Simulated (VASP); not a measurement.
Here is a VASP 6.6.1 calculation.

Contents of INCAR:

```
SYSTEM = Ru
  PREC = Accurate
  ENCUT = 520
  EDIFF = 1E-6
  ISMEAR = 0
  SIGMA = 0.1
  LREAL = .FALSE.
  LASPH = .TRUE.
  NELM = 80
  ALGO = Fast
  ISIF = 2
  LWAVE = .FALSE.
  LCHARG = .FALSE.
  NBANDS = 36
```

KPOINTS

```
Automatic mesh
0
G
  9 6 15
  0 0 0
```

POSCAR

```
Ru
1.0
    3.9621891213      0.0000000000      0.0000000000
    0.0000000000      5.6033814753      0.0011437542
    0.0000000000      1.4013231305      2.3385930335
Ru
4
Direct
    0.2500000000      0.1657551117      0.3364385049
    0.2500000000      0.6657551117      0.3364385049
    0.7500000000      0.3342448883      0.6635614951
    0.7500000000      0.8342448883      0.6635614951
```

Potentials or basis: VASP PAW LDA potentials, release 64 (Ru_pv).

Launch:

```console
$ cat potpaw_LDA.64/Ru_pv/POTCAR > POTCAR
$ mpirun -np 1 vasp_std > vasp.out
```

Question: Estimate the largest force.

Answer: 0.004 eV/Å.

Question: What does it give for the pressure?

Answer: 9.1 GPa.

Question: Estimate the band gap on the k mesh.

Answer: Zero (bands 28 and 29 overlap by 2.12 eV).

Forces in eV/Å, atoms in the order of the input:
```
Ru   0.000  0.000  0.004
Ru   0.000  0.000  0.004
Ru   0.000  0.000 -0.004
Ru   0.000  0.000 -0.004
```

Caveat: the cell stands under pressure.
